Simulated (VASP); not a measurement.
GaSb, 2 atoms in the cell. The structure is cubic, space group F-43m (No. 216). The conventional cell has a = 5.993 Å, b = 5.993 Å, c = 5.993 Å, α = 90.00°, β = 90.00°, γ = 90.00°. Within 3.4 Å of Ga (site symmetry -43m) lie 4 Sb at 2.60 Å. Within 3.4 Å of Sb (site symmetry -43m) lie 4 Ga at 2.60 Å. 

* Program: VASP 6.6.1
* Task: single point
* Functional: PBEsol
* Potentials or basis: VASP PAW PBE potentials, release 64 (Ga_d, Sb)
* Cutoff: 500 eV
* k mesh: 6 × 6 × 6
* Occupations: gaussian, width 0.01 eV
* Spin: no spin polarisation
* Dipole correction: no
* Further INCAR settings: ALGO = Normal; EDIFF = 1e-06; NBANDS = 16

Potentials or basis: VASP PAW PBE potentials, release 64 (Ga_d, Sb).

Run with:

```bash
$ cat potpaw_PBE.64/Ga_d/POTCAR potpaw_PBE.64/Sb/POTCAR > POTCAR
$ mpirun -np 1 vasp_std > vasp.out
```

Hardware: 1 thread of Intel(R) Xeon(R) 6975P-C (Granite Rapids) (shared host).

Problem. Estimate the wall time of this run.

Solution. Wall time 7.1 s on 1 thread of Intel(R) Xeon(R) 6975P-C (Granite Rapids), with other jobs on the host, peak memory 0.17 GiB. Counts: scf iterations 12, k points 16.
